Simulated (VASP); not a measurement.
# NiO2 (P-3m1) in VASP: a series of runs, part 2 of 2

VASP 6.6.1. Earlier steps stand in the parts before.

### Step 3. Single point, PBEsol, collinear spin, ferromagnetic start

This run uses another cell than the first one, of 10.44 Å³/atom.

INCAR reads:

```
ALGO = Normal
EDIFF = 1E-6
ENCUT = 520
GGA = PS
ISIF = 2
ISMEAR = -1
ISPIN = 2
LASPH = T
LCHARG = F
LMAXMIX = 4
LORBIT = 11
LREAL = F
LWAVE = F
MAGMOM = 1 0 0
NBANDS = 22
NELM = 150
PREC = Accurate
SIGMA = 0.05
```

KPOINTS reads:

```
k-points
0
Gamma
  11 11 6
```

POSCAR reads:

```
NiO2
1.0
    2.7987818650      0.0000000000      0.0000000000
   -1.3993909325      2.4238161948      0.0000000000
    0.0000000000      0.0000000000      4.6182730000
Ni O
1 2
Direct
    0.0000000000      0.0000000000      0.5000000000
    0.3333333333      0.6666666667      0.2939610000
    0.6666666667      0.3333333333      0.7060390000
```

Potentials or basis: VASP PAW PBE potentials, release 64 (Ni, O).

Run with:

```bash
$ cat potpaw_PBE.64/Ni/POTCAR potpaw_PBE.64/O/POTCAR > POTCAR
$ mpirun -np 1 vasp_std > vasp.out
```

Wall time 71 s (1 thread of Intel Xeon Platinum 8488C (Sapphire Rapids), shared host); peak memory 0.23 GiB.

It converged, with:

- Free energy: -18.7487 eV
- Pressure: -3.8 GPa
- Largest force: 0.408 eV/Å
- Band gap on the k mesh: 0.86 eV (least direct gap 1.12 eV)
- Net moment: 0.00 μB per cell
- Valence electrons inside the program's atomic spheres: Ni 9.54; O 4.89

Forces on the atoms (eV/Å):
```
Ni   0.000  0.000  0.000
O    0.000  0.000  0.408
O    0.000  0.000 -0.408
```

Stress tensor (GPa, compression positive):
```
-3.86  0.00  0.00
 0.00 -3.86  0.00
 0.00  0.00 -3.64
```

Levels at points of the mesh, in eV from the valence-band top:
Spin up:
| k point | band 9 | band 10 | band 11 | band 12 | band 13 | band 14 |
| --- | --- | --- | --- | --- | --- | --- |
| (0.00, 0.00, 0.00) | -1.04 | -0.72 | -0.42 | 2.16 | 2.16 | 7.63 |
| (0.00, 0.00, 0.50) | -1.07 | -1.07 | -0.11 | 2.21 | 2.21 | 9.72 |
Spin down:
| k point | band 7 | band 8 | band 9 | band 10 | band 11 | band 12 | band 13 | band 14 | band 15 | band 16 |
| --- | --- | --- | --- | --- | --- | --- | --- | --- | --- | --- |
| (0.00, 0.00, 0.00) | -2.12 | -1.04 | -1.04 | -0.72 | -0.42 | 2.16 | 2.16 | 7.63 | 10.99 | 14.85 |
| (0.00, 0.00, 0.50) | -2.13 | -2.02 | -1.07 | -1.07 | -0.11 | 2.21 | 2.21 | 9.72 | 9.86 | 14.09 |

Caveat: the cell stands under tension; the PAW data sets were made with another functional, which shifts forces and pressure a little; an odd mesh through Γ misses points on the zone boundary, where band edges can lie.

### Step 4. Single point, PBEsol, collinear spin, ferromagnetic start

This run uses another cell than the first one, of 10.44 Å³/atom.

INCAR reads:

```
SYSTEM = NiO2
ALGO     = Normal         ! electronic algorithm
EDIFF    = 1E-7           ! SCF threshold, eV
ENCUT    = 520            ! plane-wave cutoff, eV
GGA      = PS             ! functional
ISIF     = 2              ! what is computed and relaxed
ISMEAR   = -1             ! smearing method
ISPIN    = 2              ! spin polarisation
LASPH    = .TRUE.         ! aspherical terms in the spheres
LCHARG   = .TRUE.         ! write CHGCAR
LELF     = .TRUE.         ! ELF
LMAXMIX  = 4              ! l up to which the mixer works
LORBIT   = 11             ! projections on sites
LREAL    = .FALSE.        ! projectors in reciprocal space
LVHAR    = .TRUE.       
LWAVE    = .FALSE.        ! write WAVECAR
MAGMOM   = 1 0 0          ! initial moments
NBANDS   = 22             ! bands
NELM     = 150            ! most SCF steps
PREC     = Accurate       ! precision mode
SIGMA    = 0.05           ! smearing width, eV
```

KPOINTS reads:

```
k-points
0
G
  11 11 6
  0 0 0
```

POSCAR is that of step 3.

Run with:

```bash
$ cat potpaw_PBE.64/Ni/POTCAR potpaw_PBE.64/O/POTCAR > POTCAR
$ mpirun -np 1 vasp_std > vasp.out
```

It took 70 s on 1 thread of Intel Xeon Platinum 8488C (Sapphire Rapids), shared host; peak memory 0.23 GiB.

The run converged. Its results:

```
Free energy                                           : -18.7487 eV
Pressure                                              : -3.9 GPa
Largest force                                         : 0.408 eV/Å
Band gap on the k mesh                                : 0.86 eV (least direct gap 1.12 eV)
Net moment                                            : 0.00 μB per cell
Valence electrons inside the program's atomic spheres : Ni 9.54; O 4.89
```

Forces in eV/Å, atoms in the order of the input:
```
Ni   0.000  0.000  0.000
O    0.000  0.000  0.408
O    0.000  0.000 -0.408
```

Stress tensor (GPa, compression positive):
```
-4.00  0.00  0.00
 0.00 -4.00  0.00
 0.00  0.00 -3.79
```

Levels at points of the mesh, in eV from the valence-band top:
Spin up:
```tsv
k point	band 7	band 8	band 9	band 10	band 11	band 12	band 13	band 14	band 15	band 16
(0.00, 0.00, 0.00)	-2.12	-1.04	-1.04	-0.72	-0.42	2.16	2.16	7.63	10.99	14.85
(0.00, 0.00, 0.50)	-2.13	-2.02	-1.07	-1.07	-0.11	2.21	2.21	9.72	9.86	14.09
```
Spin down:
```tsv
k point	band 7	band 8	band 9	band 10	band 11	band 12	band 13	band 14	band 15	band 16
(0.00, 0.00, 0.00)	-2.12	-1.04	-1.04	-0.72	-0.42	2.16	2.16	7.63	10.99	14.85
(0.00, 0.00, 0.50)	-2.13	-2.02	-1.07	-1.07	-0.11	2.21	2.21	9.72	9.86	14.09
```

Caveat: the cell stands under tension; the PAW data sets were made with another functional, which shifts forces and pressure a little; an odd mesh through Γ misses points on the zone boundary, where band edges can lie.

### Step 5. Single point, PBEsol, collinear spin, ferromagnetic start

This run uses another cell than the first one, of 10.65 Å³/atom.

INCAR reads:

```
  PREC = Accurate
  ENCUT = 520
  EDIFF = 1E-6
  ISMEAR = -1
  SIGMA = 0.05
  LREAL = F
  LASPH = T
  NELM = 150
  ALGO = Normal
  ISIF = 2
  LWAVE = F
  LCHARG = F
  ISPIN = 2
  MAGMOM = 1 0 0
  LORBIT = 11
  LMAXMIX = 4
  GGA = PS
  NBANDS = 22
```

KPOINTS reads:

```
Automatic mesh
0
Gamma
  11 11 6
```

POSCAR reads:

```
NiO2
1.0
    2.8173173844      0.0000000000      0.0000000000
   -1.4086586922      2.4398684255      0.0000000000
    0.0000000000      0.0000000000      4.6488584807
Ni O
1 2
Direct
    0.0000000000      0.0000000000      0.5000000000
    0.3333333333      0.6666666667      0.2939610000
    0.6666666667      0.3333333333      0.7060390000
```

Run with:

```bash
$ cat potpaw_PBE.64/Ni/POTCAR potpaw_PBE.64/O/POTCAR > POTCAR
$ mpirun -np 1 vasp_std > vasp.out
```

Wall time 66 s (1 thread of Intel Xeon Platinum 8488C (Sapphire Rapids), shared host); peak memory 0.23 GiB.

It converged, with:

```
Free energy                                           : -18.7273 eV
Pressure                                              : -7.3 GPa
Largest force                                         : 0.658 eV/Å
Band gap on the k mesh                                : 0.84 eV (least direct gap 1.09 eV)
Net moment                                            : 0.00 μB per cell
Valence electrons inside the program's atomic spheres : Ni 9.48; O 4.88
```

Forces in eV/Å, atoms in the order of the input:
```
Ni   0.000  0.000  0.000
O    0.000  0.000  0.658
O    0.000  0.000 -0.658
```

Stress tensor (GPa, compression positive):
```
-7.87  0.00  0.00
 0.00 -7.87  0.00
 0.00  0.00 -6.10
```

Levels at points of the mesh, in eV from the valence-band top:
Spin up:
```tsv
k point	band 7	band 8	band 9	band 10	band 11	band 12	band 13	band 14	band 15	band 16
(0.00, 0.00, 0.00)	-2.06	-1.00	-1.00	-0.68	-0.41	2.12	2.12	7.49	10.90	14.67
(0.00, 0.00, 0.50)	-2.06	-1.94	-1.04	-1.04	-0.11	2.15	2.15	9.52	9.75	14.05
```
Spin down:
```
           k point  band 8  band 9  band 10  band 11  band 12  band 13  band 14  band 15
(0.00, 0.00, 0.00)   -1.00   -1.00    -0.68    -0.41     2.12     2.12     7.49    10.90
(0.00, 0.00, 0.50)   -1.94   -1.04    -1.04    -0.11     2.15     2.15     9.52     9.75
```

Caveat: the cell stands under tension; the PAW data sets were made with another functional, which shifts forces and pressure a little; an odd mesh through Γ misses points on the zone boundary, where band edges can lie.

### Step 6. Overview

```csv
cell,gap on the mesh (eV),pressure (GPa),moment (μB),largest force (eV/Å)
"a = 2.780, b = 2.780, c = 4.587 Å, angles 90.0, 90.0, 120.0°, 3 atoms",0.88,0.2,0.00,0.14
"a = 2.799, b = 2.799, c = 4.618 Å, angles 90.0, 90.0, 120.0°, 3 atoms",0.86,-3.9,0.00,0.41
"a = 2.817, b = 2.817, c = 4.649 Å, angles 90.0, 90.0, 120.0°, 3 atoms",0.84,-7.3,0.00,0.66
```

Alike in all rows: task single point; level PBEsol; potentials or basis VASP PAW PBE potentials, release 64 (Ni, O); spin collinear, ferromagnetic start; k mesh 11 × 11 × 6; cutoff (eV) 520; smearing fermi-dirac 0.05 eV.

Caveats: the PAW data sets were made with another functional, which shifts forces and pressure a little; an odd mesh through Γ misses points on the zone boundary, where band edges can lie; the cell stands under tension (at least some runs).

Total energies depend on the potentials used, so only differences within one code and one set of settings carry meaning.
